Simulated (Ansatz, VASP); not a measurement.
**Hg: VASP beside Ansatz**

```
CELL_PARAMETERS angstrom
0.00000 2.39191 2.39191
2.39191 0.00000 2.39191
2.39191 2.39191 0.00000
ATOMIC_POSITIONS crystal
Hg 0.00000 0.00000 0.00000
```

Alike in both runs: task single point; functional PBE; k mesh 14 × 14 × 14; occupations gaussian, width 0.05 eV; non-collinear spin, spin-orbit coupling.

|  | VASP | Ansatz |
| --- | --- | --- |
| version | VASP 6.6.1 | Ansatz 0.2.0 |
| potentials or method | VASP PAW PBE potentials, release 64 (Hg), cutoff 500 eV | plane waves, PAW |
| valence electrons in the cell | 12 | 20 |

Ansatz gave:

* pressure (GPa): 0.0
* net moment per atom (μB): 0.00

Q: Estimate VASP's values.

A: Pressure (GPa): 0.4; net moment per atom (μB): 0.00.

The functional is the same, so the differences come from potentials, cutoffs and numerics. VASP's potentials hold 12 valence electrons a cell and Ansatz's 20, so a difference there can come from the potentials and not from the codes.
